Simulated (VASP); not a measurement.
# Li2Zn (Fd-3m) in VASP: a series of runs

Li2Zn is run at these levels: PBE; tasks: single point, relaxation of cell and atoms.

Program: VASP 6.6.1. These are calculated values, not measurements. Logs are shortened: lines on timing, memory, paths and dates and some standing lists are left out, and cuts for length are marked.

## 1. The cell of the first run

Symmetry: Fd-3m, No. 227, cubic system. Conventional cell: a = 7.201 Å, b = 7.201 Å, c = 7.201 Å, α = 90.00°, β = 90.00°, γ = 90.00°. Li (site symmetry -3m) has 6 Li at 2.55 Å and 6 Zn at 2.99 Å within 3.4 Å. Within 3.9 Å of Zn (site symmetry -43m) lie 12 Li at 2.99 Å and 4 Zn at 3.12 Å.

The cell was generated, and may not be a known phase.

## 2. Single point, PBE

Input file INCAR:

```
SYSTEM = Li2Zn
PREC     = Accurate       ! precision mode
ENCUT    = 520            ! plane-wave cutoff, eV
EDIFF    = 1E-7           ! SCF threshold, eV
ISMEAR   = 0              ! smearing method
SIGMA    = 0.1            ! smearing width, eV
LREAL    = .False.        ! projectors in reciprocal space
LASPH    = .True.         ! aspherical terms in the spheres
NELM     = 100            ! most SCF steps
ALGO     = Normal         ! electronic algorithm
ISIF     = 2              ! what is computed and relaxed
LWAVE    = .False.        ! write WAVECAR
LCHARG   = .False.        ! write CHGCAR
GGA      = PE             ! functional
NBANDS   = 27             ! bands
```

Input file KPOINTS:

```
regular mesh
0
Gamma
  10 10 10
  0 0 0
```

Input file POSCAR:

```
Li2Zn
1.0
    0.0000000000      3.6002694642      3.6002694642
    3.6002694642      0.0000000000      3.6002694642
    3.6002694642      3.6002694642      0.0000000000
Li Zn
4 2
Direct
    0.1250000000      0.1250000000      0.1250000000
    0.6250000000      0.1250000000      0.1250000000
    0.1250000000      0.1250000000      0.6250000000
    0.1250000000      0.6250000000      0.1250000000
    0.5000000000      0.5000000000      0.5000000000
    0.7500000000      0.7500000000      0.7500000000
```

Potentials or basis: VASP PAW PBE potentials, release 64 (Li_sv, Zn).

On the command line:

```bash
$ cat potpaw_PBE.64/Li_sv/POTCAR potpaw_PBE.64/Zn/POTCAR > POTCAR
$ mpirun -np 1 vasp_std > vasp.out
```

OUTCAR:

```text
SYSTEM = Li2Zn
   PREC = Accurate
   ENCUT = 520
   EDIFF = 1E-7
   ISMEAR = 0
   LREAL = .False.
   LASPH = .True.
   NELM = 100
   ISIF = 2
   GGA = PE

 ion  position               nearest neighbor table
   1  0.125  0.125  0.125-   2 2.55   3 2.55   4 2.55   3 2.55   4 2.55   2 2.55
   2  0.625  0.125  0.125-   1 2.55   3 2.55   4 2.55   1 2.55   3 2.55   4 2.55
   3  0.125  0.125  0.625-   1 2.55   1 2.55   2 2.55   4 2.55   4 2.55   2 2.55
   4  0.125  0.625  0.125-   1 2.55   3 2.55   1 2.55   2 2.55   3 2.55   2 2.55
   5  0.500  0.500  0.500-
   6  0.750  0.750  0.750-

  LATTYP: Found a face centered cubic cell.
 ALAT       =     7.2005389284

  Lattice vectors:

 A1 = (   0.0000000000,   3.6002694642,   3.6002694642)
 A2 = (   3.6002694642,   0.0000000000,   3.6002694642)
 A3 = (   3.6002694642,   3.6002694642,   0.0000000000)

Analysis of symmetry for initial positions (statically):
=====================================================================
 Subroutine PRICEL returns:
 Original cell was already a primitive cell.

 Routine SETGRP: Setting up the symmetry group for a
 face centered cubic supercell.

 Subroutine GETGRP returns: Found 48 space group operations
 (whereof 24 operations were pure point group operations)
 out of a pool of 48 trial point group operations.

The static configuration has the point symmetry T_d .
 The point group associated with its full space group is O_h .

Analysis of symmetry for dynamics (positions and initial velocities):
=====================================================================
 Subroutine PRICEL returns:
 Original cell was already a primitive cell.

 Routine SETGRP: Setting up the symmetry group for a
 face centered cubic supercell.

 Subroutine GETGRP returns: Found 48 space group operations
 (whereof 24 operations were pure point group operations)
 out of a pool of 48 trial point group operations.

The dynamic configuration has the point symmetry T_d .
 The point group associated with its full space group is O_h .

 Subroutine INISYM returns: Found 48 space group operations
 (whereof 24 operations are pure point group operations),
 and found     1 'primitive' translations

----------------------------------------------------------------------------------------

                                     Primitive cell

  volume of cell :      93.3330

  direct lattice vectors                    reciprocal lattice vectors
     0.000000000  3.600269464  3.600269464    -0.138878494  0.138878494  0.138878494
     3.600269464  0.000000000  3.600269464     0.138878494 -0.138878494  0.138878494
     3.600269464  3.600269464  0.000000000     0.138878494  0.138878494 -0.138878494

  length of vectors
     5.091549904  5.091549904  5.091549904     0.240544607  0.240544607  0.240544607

  position of ions in fractional coordinates (direct lattice)
     0.125000000  0.125000000  0.125000000
     0.625000000  0.125000000  0.125000000
     0.125000000  0.125000000  0.625000000
     0.125000000  0.625000000  0.125000000
     0.500000000  0.500000000  0.500000000
     0.750000000  0.750000000  0.750000000

  ion indices of the primitive-cell ions
   primitive index   ion index
                 1           1
                 2           2
                 3           3
                 4           4
                 5           5
                 6           6

----------------------------------------------------------------------------------------

 KPOINTS: regular mesh

Automatic generation of k-mesh.
 Grid dimensions read from file:
 generate k-points for:   10   10   10

 Generating k-lattice:

  Cartesian coordinates                     Fractional coordinates (reciprocal lattice)
    -0.013887849  0.013887849  0.013887849     0.100000000  0.000000000  0.000000000
     0.013887849 -0.013887849  0.013887849     0.000000000  0.100000000  0.000000000
     0.013887849  0.013887849 -0.013887849     0.000000000  0.000000000  0.100000000

  Length of vectors
     0.024054461  0.024054461  0.024054461

  Shift w.r.t. Gamma in fractional coordinates (k-lattice)
     0.000000000  0.000000000  0.000000000

 Subroutine IBZKPT returns following result:
 ===========================================

 Found     47 irreducible k-points:

 Following reciprocal coordinates:
            Coordinates               Weight
  0.000000  0.000000  0.000000      1.000000
  0.100000  0.000000  0.000000      8.000000
  0.200000  0.000000  0.000000      8.000000
  0.300000  0.000000  0.000000      8.000000
  0.400000  0.000000  0.000000      8.000000
  0.500000  0.000000  0.000000      4.000000
[... 16 lines left out ...]
  0.300000  0.300000  0.000000      6.000000
  0.400000  0.300000  0.000000     24.000000
 [... further k-points ...]
   k-points           NKPTS =     47   k-points in BZ     NKDIM =     47   number of bands    NBANDS=     27
   number of dos      NEDOS =    301   number of ions     NIONS =      6
   total plane-waves  NPLWV =  64000
   dimension x,y,z NGX =    40 NGY =   40 NGZ =   40
   dimension x,y,z NGXF=    80 NGYF=   80 NGZF=   80
   ions per type =               4   2
   NGX,Y,Z   is equivalent  to a cutoff of  13.06, 13.06, 13.06 a.u.
   NGXF,Y,Z  is equivalent  to a cutoff of  26.12, 26.12, 26.12 a.u.
 SYSTEM =  Li2Zn
   PREC   = accura    normal or accurate (medium, high low for compatibility)
   ISTART =      0    job   : 0-new  1-cont  2-samecut
   ICHARG =      2    charge: 1-file 2-atom 10-const
   ISPIN  =      1    spin polarized calculation?
   LNONCOLLINEAR =      F non collinear calculations
   LSORBIT =      F    spin-orbit coupling
   LASPH  =      T    aspherical Exc in radial PAW
   ENCUT  =  520.0 eV  38.22 Ry    6.18 a.u.   9.47  9.47  9.47*2*pi/ulx,y,z
   NELM   =    100;   NELMIN=  2; NELMDL= -5     # of ELM steps
   EDIFF  = 0.1E-06   stopping-criterion for ELM
   LREAL  =      F    real-space projection
   EDIFFG = 0.1E-05   stopping-criterion for IOM
   NSW    =      0    number of steps for IOM
   IBRION =     -1    ionic relax: 0-MD 1-quasi-New 2-CG
   NFREE  =      0    steps in history (QN), initial steepest desc. (CG)
   ISIF   =      2    stress and relaxation
   ISYM   =      2    0-nonsym 1-usesym 2-fastsym
   POTIM  = 0.5000    time-step for ionic-motion
   TEBEG  =    0.0;   TEEND  =   0.0 temperature during run
   PSTRESS=    0.0 pullay stress
   NELECT =      36.0000    total number of electrons
   NUPDOWN=      -1.0000    fix difference up-down
   EMIN   =  10.00;   EMAX   =-10.00  energy-range for DOS
   EFERMI =   0.00;   METHOD = LEGACY
   ISMEAR =     0;   SIGMA  =   0.10  broadening in eV -4-tet -1-fermi 0-gaus
   EFERMI_NEDOS =   21; number of points for ismear=-14 and -15
   IALGO  =     38    algorithm
   IMIX   =      4    mixing-type and parameters
     AMIX     =   0.40;   BMIX     =  1.00
     AMIX_MAG =   1.60;   BMIX_MAG =  1.00
  volume/ion in A,a.u.               =      15.56       104.97
  Fermi-wavevector in a.u.,A,eV,Ry     =   1.191692  2.251971 19.322036  1.420130
  Thomas-Fermi vector in A             =   2.327748
   LORBIT       =      0    0 simple, 1 ext, 2 COOP (PROOUT), +10 PAW based schemes
   GGA     = PE    functional components
   LHFCALC =     F    Hartree Fock is set to
   AEXX    =    0.0000 exact exchange contribution
   IVDW    =     0    specifies the selected vdW correction
   LEPSILON=     F    determine dielectric tensor
   LRPA    =     F    only Hartree local field effects (RPA)
 non-spin polarized calculation
 Gauss-broadening in eV      SIGMA  =   0.10
  energy-cutoff  :      520.00
  volume of cell :       93.33
 maximum number of plane-waves:      2565
 NGX is ok and might be reduce to    40
   NGX = 19   NGY = 19   NGZ = 19

 number of electron      36.0000012 magnetization

 Free energy of the ion-electron system (eV)
  ---------------------------------------------------
  ext. energy  EPLUGINS =         0.00000000
  ---------------------------------------------------
  free energy    TOTEN  =        -9.58466355 eV

  energy without entropy =       -9.57412823  energy(sigma->0) =       -9.57939589

 E-fermi :   1.8494     XC(G=0):  -9.0211

 val. band max:        1.8220004999   @ k =   0.3000   0.2000   0.0000
 cond. band min:       1.8735653921   @ k =   0.4000   0.0000   0.0000
 fundamental gap:      0.0515648922
 Fermi energy:         1.8493640812

 k-point     1 :       0.0000    0.0000    0.0000
  band No.  band energies     occupation
      1     -44.5930      2.00000
      2     -44.5070      2.00000
      3     -44.5070      2.00000
      4     -44.5070      2.00000
      5      -5.1495      2.00000
      6      -5.1495      2.00000
[... 19 lines left out ...]
     26       6.0266      0.00000
     27       8.7793      0.00000

 k-point     2 :       0.1000    0.0000    0.0000
  band No.  band energies     occupation
      1     -44.5913      2.00000
      2     -44.5086      2.00000
      3     -44.5070      2.00000
      4     -44.5070      2.00000
      5      -5.1503      2.00000
      6      -5.1503      2.00000
[... 19 lines left out ...]
     26       6.1654      0.00000
     27       8.9509      0.00000

 k-point     3 :       0.2000    0.0000    0.0000
  band No.  band energies     occupation
      1     -44.5868      2.00000
      2     -44.5130      2.00000
      3     -44.5070      2.00000
      4     -44.5070      2.00000
      5      -5.1501      2.00000
      6      -5.1501      2.00000
[... 19 lines left out ...]
     26       7.1317      0.00000
     27       9.4024      0.00000

 k-point     4 :       0.3000    0.0000    0.0000
  band No.  band energies     occupation
      1     -44.5805      2.00000
      2     -44.5193      2.00000
      3     -44.5070      2.00000
      4     -44.5070      2.00000
      5      -5.1465      2.00000
      6      -5.1465      2.00000
[... 19 lines left out ...]
     26       8.9695      0.00000
     27       9.5863      0.00000

 k-point     5 :       0.4000    0.0000    0.0000
  band No.  band energies     occupation
      1     -44.5741      2.00000
      2     -44.5256      2.00000
      3     -44.5070      2.00000
      4     -44.5070      2.00000
      5      -5.1403      2.00000
      6      -5.1403      2.00000
[... 19 lines left out ...]
     26       9.1131      0.00000
     27      10.2311      0.00000

 k-point     6 :       0.5000    0.0000    0.0000
  band No.  band energies     occupation
      1     -44.5713      2.00000
      2     -44.5285      2.00000
      3     -44.5070      2.00000
      4     -44.5070      2.00000
      5      -5.1364      2.00000
      6      -5.1364      2.00000
[... 444 lines left out ...]
      1     -44.5713      2.00000
      2     -44.5285      2.00000
      3     -44.5071      2.00000
      4     -44.5070      2.00000
      5      -5.1571      2.00000
      6      -5.1565      2.00000
[... 19 lines left out ...]
     26       9.3449      0.00000
     27      10.1459      0.00000

 k-point    22 :      -0.2000    0.2000    0.0000
  band No.  band energies     occupation
      1     -44.5779      2.00000
      2     -44.5218      2.00000
      3     -44.5071      2.00000
      4     -44.5070      2.00000
      5      -5.1606      2.00000
      6      -5.1444      2.00000
[... 19 lines left out ...]
     26       8.5918      0.00000
     27       8.9598      0.00000

 k-point    23 :       0.3000    0.3000    0.0000
  band No.  band energies     occupation
      1     -44.5750      2.00000
      2     -44.5247      2.00000
      3     -44.5070      2.00000
      4     -44.5070      2.00000
      5      -5.1693      2.00000
      6      -5.1289      2.00000
[... 19 lines left out ...]
     26       8.5974      0.00000
     27       8.6513      0.00000

 k-point    24 :       0.4000    0.3000    0.0000
  band No.  band energies     occupation
      1     -44.5689      2.00000
      2     -44.5309      2.00000
      3     -44.5071      2.00000
      4     -44.5070      2.00000
      5      -5.1682      2.00000
      6      -5.1326      2.00000
[... 19 lines left out ...]
     26       8.6847      0.00000
     27       8.9390      0.00000

 [... further k-points ...]

------------------------ aborting loop because EDIFF is reached ----------------------------------------

  FORCE on cell =-STRESS in cart. coord.  units (eV):
  Direction    XX          YY          ZZ          XY          YZ          ZX
  --------------------------------------------------------------------------------------
  -------------------------------------------------------------------------------------
  Total       -0.0223120     -0.0223120     -0.0223120     -0.0000000     -0.0000000      0.0000000
  in kB       -0.3830138     -0.3830138     -0.3830138     -0.0000000     -0.0000000      0.0000000
  external PRESSURE =      -0.3830138 kB  Pullay stress =       0.0000000 kB

 VOLUME and BASIS-vectors are now :
 -----------------------------------------------------------------------------
  energy-cutoff  :      520.00
  volume of cell :       93.33
      direct lattice vectors                 reciprocal lattice vectors
     0.000000000  3.600269464  3.600269464    -0.138878494  0.138878494  0.138878494
     3.600269464  0.000000000  3.600269464     0.138878494 -0.138878494  0.138878494
     3.600269464  3.600269464  0.000000000     0.138878494  0.138878494 -0.138878494

 POSITION                                       TOTAL-FORCE (eV/Angst)
 -----------------------------------------------------------------------------------
      0.90007      0.90007      0.90007         0.000000     -0.000000     -0.000000
      0.90007      2.70020      2.70020         0.000000     -0.000000     -0.000000
      2.70020      2.70020      0.90007         0.000000     -0.000000     -0.000000
      2.70020      0.90007      2.70020         0.000000     -0.000000     -0.000000
      3.60027      3.60027      3.60027         0.000000      0.000000     -0.000000
      5.40040      5.40040      5.40040        -0.000000      0.000000      0.000000
 -----------------------------------------------------------------------------------
    total drift:                               -0.000000     -0.000000      0.000000

  FREE ENERGIE OF THE ION-ELECTRON SYSTEM (eV)
  ---------------------------------------------------
  free  energy   TOTEN  =        -9.5846635493 eV

  energy  without entropy=       -9.5741282296  energy(sigma->0) =       -9.57939589
```

It took 63 s on 1 thread of Intel Xeon 6975P-C (Granite Rapids), shared host; peak memory 0.26 GiB.

What came out:

```
Free energy            : -9.5847 eV
Band gap on the k mesh : zero (bands 18 and 19 overlap by 1.22 eV)
```

Levels at points of the mesh, in eV from the Fermi level:
```
           k point  band 14  band 15  band 16  band 17  band 18  band 19  band 20  band 21  band 22  band 23
(0.00, 0.00, 0.00)    -6.75    -6.54    -0.37     0.76     0.76     0.76     2.08     2.08     2.08     2.57
(0.50, 0.00, 0.00)    -6.74    -5.30    -3.71    -0.04    -0.04     0.39     0.71     2.11     2.11     5.27
(0.50, 0.50, 0.00)    -6.73    -4.25    -4.25    -1.17    -1.17    -0.46    -0.46     5.77     5.77     6.27
```

Caveat: the cutoff is under 1.25 times the usual one of these potentials, so pressure, stress and relaxed cells hold a basis-set (Pulay) error.

(Continued in part 2 of 2.)

The gap in the log of VASP goes by the Fermi energy; the results here count the filled bands.